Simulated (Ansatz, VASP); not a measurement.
# Two plane-wave programs on ZnCu2SnS4

POSCAR

```
ZnCu2SnS4
1.0
   -2.7069829081      2.7069829081      5.4112901325
    2.7069829081     -2.7069829081      5.4112901325
    2.7069829081      2.7069829081     -5.4112901325
Cu Zn Sn S
2 1 1 4
Direct
    0.0000000000      0.0000000000      0.0000000000
    0.7500000000      0.2500000000      0.5000000000
    0.2500000000      0.7500000000      0.5000000000
    0.5000000000      0.5000000000      0.0000000000
    0.1065752469      0.6286969809      0.9935355603
    0.3713030191      0.3648385794      0.4778782659
    0.6351614206      0.1130396866      0.0064644397
    0.8869603134      0.8934247531      0.5221217341
```

The input INCAR.step1:

```
SYSTEM = ZnCu2SnS4
PREC = Accurate
ENCUT = 520
ISMEAR = 0
SIGMA = 0.01
LREAL = .False.
LASPH = .True.
NELM = 80
NBANDS = 46
GGA = PE
ALGO = Normal
EDIFF = 1E-4
LWAVE = .True.
LCHARG = .False.
```

INCAR.step2

```
SYSTEM = ZnCu2SnS4
PREC = Accurate
ENCUT = 520
EDIFF = 1E-6
ISMEAR = 0
SIGMA = 0.01
LREAL = .False.
LASPH = .True.
NELM = 80
ALGO = Normal
ISIF = 2
LWAVE = .False.
LCHARG = .True.
METAGGA = R2SCAN
LMIXTAU = .True.
LELF = .True.
LVHAR = .True.
NBANDS = 46
ISTART = 1
```

File KPOINTS:

```
regular mesh
0
Gamma
  6 6 6
  0 0 0
```

Input for Ansatz:

```yaml
crystal:
  lattice:
    - [-2.7069829081, 2.7069829081, 5.4112901325]
    - [2.7069829081, -2.7069829081, 5.4112901325]
    - [2.7069829081, 2.7069829081, -5.4112901325]
  atoms:
    - { symbol: Cu, position: [0.0, 0.0, 0.0] }
    - { symbol: Cu, position: [0.75, 0.25, 0.5] }
    - { symbol: Zn, position: [0.25, 0.75, 0.5] }
    - { symbol: Sn, position: [0.5, 0.5, 0.0] }
    - { symbol: S, position: [0.1065752469, 0.6286969809, 0.9935355603] }
    - { symbol: S, position: [0.3713030191, 0.3648385794, 0.4778782659] }
    - { symbol: S, position: [0.6351614206, 0.1130396866, 0.0064644397] }
    - { symbol: S, position: [0.8869603134, 0.8934247531, 0.5221217341] }
kpoints:
  mp_grid: { grid: [6, 6, 6] }
  band_path:
    path:
      - [0.0, 0.0, 0.0]
      - [0.0, 0.0, 0.5]
      - [0.25, 0.25, 0.25]
      - [0.0, 0.5, 0.0]
      - [0.5, 0.5, -0.5]
      - [0.3125618232, 0.6874381768, -0.3125618232]
      - [-0.3125618232, 0.3125618232, 0.3125618232]
      - [-0.1251236464, 0.1251236464, 0.5]
      - [0.5, 0.5, -0.1251236464]
    npoints: 1
hamiltonian:
  xc: r2scan
scf:
  occupations: { method: fixed }
  n_extra_bands: 6
output:
  forces: true
  stress: true
  eigenvalues: true
  write_density: true
  write_potential: true
  elf: true
  volumetric_format: npy
```

Alike in both runs: task single point; functional r2SCAN; k mesh 6 × 6 × 6; no spin polarisation.

```csv
,VASP,Ansatz
version,VASP 6.6.1,Ansatz 0.2.0
potentials or method,"VASP PAW PBE potentials, release 64 (Cu, Zn, Sn_d, S)","plane waves, PAW"
plane-wave cutoff (eV),520,500
occupations,"gaussian, width 0.01 eV",fixed
valence electrons in the cell,72,88
```

Ansatz gave:

- gap on the k mesh at the Fermi level (eV): 0.47
- pressure (GPa): 0.0
- rms of the force components (eV/Å): 0.001

Task: Which values does VASP return?

Result: gap on the k mesh at the Fermi level (eV): 0.50; pressure (GPa): 0.0; rms of the force components (eV/Å): 0.007.

VASP's potentials were made for PBE, not for r2SCAN. Atom by atom the forces differ by 0.007 eV/Å (rms over components). VASP's potentials hold 72 valence electrons a cell and Ansatz's 88, so a difference there can come from the potentials and not from the codes.
